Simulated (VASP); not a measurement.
# TaN (Fm-3m) in VASP: notebook, part 2 of 2

VASP 6.6.1. Earlier steps stand in the parts before.

## (3) Single point, PBEsol

This run uses another cell than the first one, of 10.47 Å³/atom, 1.031 times its volume.

Input file INCAR:

```
PREC = Accurate ; ENCUT = 600
EDIFF = 1E-6 ; ISMEAR = 0
SIGMA = 0.15 ; LREAL = F
LASPH = T ; NELM = 120
ALGO = Normal ; ISIF = 2
LWAVE = F ; LCHARG = F
GGA = PS ; NBANDS = 16
GGA_COMPAT = F
```

Input file KPOINTS:

```
Automatic mesh
0
Gamma
  14 14 14
```

Input file POSCAR:

```
TaN
1.0
    0.0000000000      2.1878447036      2.1878447036
    2.1878447036      0.0000000000      2.1878447036
    2.1878447036      2.1878447036      0.0000000000
Ta N
1 1
Direct
    0.5000000000      0.5000000000      0.5000000000
    0.0000000000      0.0000000000      0.0000000000
```

Potentials or basis: VASP PAW PBE potentials, release 64 (Ta_sv_GW, N).

The run is started by

```console
$ cat potpaw_PBE.64/Ta_sv_GW/POTCAR potpaw_PBE.64/N/POTCAR > POTCAR
$ mpirun -np 1 vasp_std > vasp.out
```

OUTCAR:

```text
PREC = Accurate
   ENCUT = 600
   EDIFF = 1E-6
   ISMEAR = 0
   LREAL = F
   LASPH = T
   NELM = 120
   ISIF = 2
   GGA = PS

 ion  position               nearest neighbor table
   1  0.500  0.500  0.500-   2 2.19   2 2.19   2 2.19   2 2.19   2 2.19   2 2.19
   2  0.000  0.000  0.000-   1 2.19   1 2.19   1 2.19   1 2.19   1 2.19   1 2.19

  LATTYP: Found a face centered cubic cell.
 ALAT       =     4.3756894072

  Lattice vectors:

 A1 = (   0.0000000000,   2.1878447036,   2.1878447036)
 A2 = (   2.1878447036,   0.0000000000,   2.1878447036)
 A3 = (   2.1878447036,   2.1878447036,   0.0000000000)

Analysis of symmetry for initial positions (statically):
=====================================================================
 Subroutine PRICEL returns:
 Original cell was already a primitive cell.

 Routine SETGRP: Setting up the symmetry group for a
 face centered cubic supercell.

 Subroutine GETGRP returns: Found 48 space group operations
[... 9 lines left out ...]

 Routine SETGRP: Setting up the symmetry group for a
 face centered cubic supercell.

 Subroutine GETGRP returns: Found 48 space group operations
[... 11 lines left out ...]
                                     Primitive cell

  volume of cell :      20.9450

  direct lattice vectors                    reciprocal lattice vectors
     0.000000000  2.187844704  2.187844704    -0.228535416  0.228535416  0.228535416
     2.187844704  0.000000000  2.187844704     0.228535416 -0.228535416  0.228535416
     2.187844704  2.187844704  0.000000000     0.228535416  0.228535416 -0.228535416

  length of vectors
     3.094079652  3.094079652  3.094079652     0.395834952  0.395834952  0.395834952

  position of ions in fractional coordinates (direct lattice)
     0.500000000  0.500000000  0.500000000
     0.000000000  0.000000000  0.000000000

  ion indices of the primitive-cell ions
   primitive index   ion index
                 1           1
                 2           2

----------------------------------------------------------------------------------------

 KPOINTS: Automatic mesh

Automatic generation of k-mesh.
 Grid dimensions read from file:
 generate k-points for:   14   14   14

 Generating k-lattice:

  Cartesian coordinates                     Fractional coordinates (reciprocal lattice)
    -0.016323958  0.016323958  0.016323958     0.071428571  0.000000000  0.000000000
     0.016323958 -0.016323958  0.016323958     0.000000000  0.071428571  0.000000000
     0.016323958  0.016323958 -0.016323958     0.000000000  0.000000000  0.071428571

  Length of vectors
     0.028273925  0.028273925  0.028273925

  Shift w.r.t. Gamma in fractional coordinates (k-lattice)
     0.000000000  0.000000000  0.000000000

 Subroutine IBZKPT returns following result:
 ===========================================

 Found    104 irreducible k-points:

 Following reciprocal coordinates:
            Coordinates               Weight
  0.000000  0.000000  0.000000      1.000000
  0.071429  0.000000  0.000000      8.000000
  0.142857  0.000000  0.000000      8.000000
  0.214286  0.000000  0.000000      8.000000
  0.285714  0.000000  0.000000      8.000000
  0.357143  0.000000  0.000000      8.000000
[... 16 lines left out ...]
  0.214286  0.142857  0.000000     24.000000
  0.285714  0.142857  0.000000     24.000000
 [... further k-points ...]
   k-points           NKPTS =    104   k-points in BZ     NKDIM =    104   number of bands    NBANDS=     16
   number of dos      NEDOS =    301   number of ions     NIONS =      2
   total plane-waves  NPLWV =  21952
   dimension x,y,z NGX =    28 NGY =   28 NGZ =   28
   dimension x,y,z NGXF=    56 NGYF=   56 NGZF=   56
   ions per type =               1   1
   NGX,Y,Z   is equivalent  to a cutoff of  15.04, 15.04, 15.04 a.u.
   NGXF,Y,Z  is equivalent  to a cutoff of  30.09, 30.09, 30.09 a.u.
 SYSTEM =  unknown system
   PREC   = accura    normal or accurate (medium, high low for compatibility)
   ISTART =      0    job   : 0-new  1-cont  2-samecut
   ICHARG =      2    charge: 1-file 2-atom 10-const
   ISPIN  =      1    spin polarized calculation?
   LNONCOLLINEAR =      F non collinear calculations
   LSORBIT =      F    spin-orbit coupling
   LASPH  =      T    aspherical Exc in radial PAW
   ENCUT  =  600.0 eV  44.10 Ry    6.64 a.u.   6.18  6.18  6.18*2*pi/ulx,y,z
   NELM   =    120;   NELMIN=  2; NELMDL= -5     # of ELM steps
   EDIFF  = 0.1E-05   stopping-criterion for ELM
   LREAL  =      F    real-space projection
   EDIFFG = 0.1E-04   stopping-criterion for IOM
   NSW    =      0    number of steps for IOM
   IBRION =     -1    ionic relax: 0-MD 1-quasi-New 2-CG
   NFREE  =      0    steps in history (QN), initial steepest desc. (CG)
   ISIF   =      2    stress and relaxation
   ISYM   =      2    0-nonsym 1-usesym 2-fastsym
   POTIM  = 0.5000    time-step for ionic-motion
   TEBEG  =    0.0;   TEEND  =   0.0 temperature during run
   PSTRESS=    0.0 pullay stress
   NELECT =      18.0000    total number of electrons
   NUPDOWN=      -1.0000    fix difference up-down
   EMIN   =  10.00;   EMAX   =-10.00  energy-range for DOS
   EFERMI =   0.00;   METHOD = LEGACY
   ISMEAR =     0;   SIGMA  =   0.15  broadening in eV -4-tet -1-fermi 0-gaus
   EFERMI_NEDOS =   21; number of points for ismear=-14 and -15
   IALGO  =     38    algorithm
   IMIX   =      4    mixing-type and parameters
     AMIX     =   0.40;   BMIX     =  1.00
     AMIX_MAG =   1.60;   BMIX_MAG =  1.00
  volume/ion in A,a.u.               =      10.47        70.67
  Fermi-wavevector in a.u.,A,eV,Ry     =   1.556464  2.941291 32.961219  2.422581
  Thomas-Fermi vector in A             =   2.660256
   LORBIT       =      0    0 simple, 1 ext, 2 COOP (PROOUT), +10 PAW based schemes
   GGA     = PS    functional components
   LHFCALC =     F    Hartree Fock is set to
   AEXX    =    0.0000 exact exchange contribution
   IVDW    =     0    specifies the selected vdW correction
   LEPSILON=     F    determine dielectric tensor
   LRPA    =     F    only Hartree local field effects (RPA)
 non-spin polarized calculation
 Gauss-broadening in eV      SIGMA  =   0.15
  energy-cutoff  :      600.00
  volume of cell :       20.94
 maximum number of plane-waves:       725
 NGX is ok and might be reduce to    28
   NGX = 13   NGY = 13   NGZ = 13

 number of electron      18.0000000 magnetization

 Free energy of the ion-electron system (eV)
  ---------------------------------------------------
  ext. energy  EPLUGINS =         0.00000000
  ---------------------------------------------------
  free energy    TOTEN  =       -25.76056920 eV

  energy without entropy =      -25.75137875  energy(sigma->0) =      -25.75597398

 E-fermi :  13.8641     XC(G=0): -14.0470

 val. band max:       13.8234050276   @ k =  -0.2857   0.1429   0.0000
 cond. band min:      13.9041478263   @ k =   0.2857   0.0000   0.0000
 fundamental gap:      0.0807427987
 Fermi energy:        13.8640895937

 k-point     1 :       0.0000    0.0000    0.0000
  band No.  band energies     occupation
      1     -55.6033      2.00000
      2     -21.7809      2.00000
      3     -21.7809      2.00000
      4     -21.7809      2.00000
      5      -5.0358      2.00000
      6      10.0408      2.00000
[... 8 lines left out ...]
     15      23.0126      0.00000
     16      38.3102      0.00000

 k-point     2 :       0.0714    0.0000    0.0000
  band No.  band energies     occupation
      1     -55.6002      2.00000
      2     -21.8298      2.00000
      3     -21.7853      2.00000
      4     -21.7853      2.00000
      5      -4.9074      2.00000
      6       9.3855      2.00000
[... 8 lines left out ...]
     15      23.4004      0.00000
     16      36.3981      0.00000

 k-point     3 :       0.1429    0.0000    0.0000
  band No.  band energies     occupation
      1     -55.5917      2.00000
      2     -21.9645      2.00000
      3     -21.7976      2.00000
      4     -21.7976      2.00000
      5      -4.5407      2.00000
      6       8.1346      2.00000
[... 8 lines left out ...]
     15      24.4496      0.00000
     16      33.8003      0.00000
[... 362 lines left out ...]
 k-point    23 :       0.2143    0.1429    0.0000
  band No.  band energies     occupation
      1     -55.5788      2.00000
      2     -22.0724      2.00000
      3     -21.8659      2.00000
      4     -21.8563      2.00000
      5      -4.0895      2.00000
      6       6.4365      2.00000
[... 8 lines left out ...]
     15      25.9990      0.00000
     16      31.5368      0.00000

 k-point    24 :       0.2857    0.1429    0.0000
  band No.  band energies     occupation
      1     -55.5670      2.00000
      2     -22.2381      2.00000
      3     -21.8907      2.00000
      4     -21.8761      2.00000
      5      -3.6227      2.00000
      6       5.7317      2.00000
[... 8 lines left out ...]
     15      26.8865      0.00000
     16      29.5166      0.00000

 [... further k-points ...]
[... 5 lines left out ...]
  --------------------------------------------------------------------------------------
  -------------------------------------------------------------------------------------
  Total        0.0127991      0.0127991      0.0127991      0.0000000     -0.0000000      0.0000000
  in kB        0.9790590      0.9790590      0.9790590      0.0000000     -0.0000000      0.0000000
  external PRESSURE =       0.9790590 kB  Pullay stress =       0.0000000 kB

 VOLUME and BASIS-vectors are now :
 -----------------------------------------------------------------------------
  energy-cutoff  :      600.00
  volume of cell :       20.94
      direct lattice vectors                 reciprocal lattice vectors
     0.000000000  2.187844704  2.187844704    -0.228535416  0.228535416  0.228535416
     2.187844704  0.000000000  2.187844704     0.228535416 -0.228535416  0.228535416
     2.187844704  2.187844704  0.000000000     0.228535416  0.228535416 -0.228535416

 POSITION                                       TOTAL-FORCE (eV/Angst)
 -----------------------------------------------------------------------------------
      2.18784      2.18784      2.18784        -0.000000     -0.000000      0.000000
      0.00000      0.00000      0.00000         0.000000      0.000000     -0.000000
 -----------------------------------------------------------------------------------
    total drift:                                0.000000      0.000000      0.000000

  FREE ENERGIE OF THE ION-ELECTRON SYSTEM (eV)
  ---------------------------------------------------
  free  energy   TOTEN  =       -25.7605692023 eV

  energy  without entropy=      -25.7513787515  energy(sigma->0) =      -25.75597398
```

OSZICAR:

```text
N       E                     dE             d eps       ncg     rms          rms(c)
DAV:   1     0.115423055321E+03    0.11542E+03   -0.12140E+04  3336   0.128E+03
DAV:   2    -0.242205607491E+02   -0.13964E+03   -0.13379E+03  4728   0.336E+02
DAV:   3    -0.295976353971E+02   -0.53771E+01   -0.53631E+01  4064   0.601E+01
DAV:   4    -0.297113169207E+02   -0.11368E+00   -0.11368E+00  4736   0.596E+00
DAV:   5    -0.297142934638E+02   -0.29765E-02   -0.29765E-02  4112   0.638E-01    0.491E+01
DAV:   6    -0.259220813934E+02    0.37922E+01   -0.80784E+00  3928   0.253E+01    0.470E+01
DAV:   7    -0.258098098885E+02    0.11227E+00   -0.45403E-01  3456   0.572E+00    0.244E+01
DAV:   8    -0.257620195316E+02    0.47790E-01   -0.14756E-01  4112   0.302E+00    0.542E-01
DAV:   9    -0.257606789626E+02    0.13406E-02   -0.42880E-03  3672   0.623E-01    0.318E-01
DAV:  10    -0.257605839573E+02    0.95005E-04   -0.13709E-03  3712   0.368E-01    0.101E-01
DAV:  11    -0.257605898972E+02   -0.59399E-05   -0.12779E-04  3952   0.111E-01    0.328E-02
DAV:  12    -0.257605688941E+02    0.21003E-04   -0.39420E-05  3904   0.584E-02    0.189E-02
DAV:  13    -0.257605692023E+02   -0.30825E-06   -0.32439E-06  3592   0.151E-02
   1 F= -.25760569E+02 E0= -.25755974E+02  d E =-.919045E-02
```

Run time: 34 s. Hardware: 1 thread of AMD EPYC 9R14 (Zen 4), shared host; peak memory 0.17 GiB.

What came out:

* Free energy: -25.7606 eV
* Pressure: 0.1 GPa
* Band gap on the k mesh: zero (band 9 reaches 15.84 eV, above the bottom of band 10 at 11.71 eV)

Caveat: the PAW data sets were made with another functional, which shifts forces and pressure a little; spin-orbit coupling is left out, which moves the levels of the heavy elements.
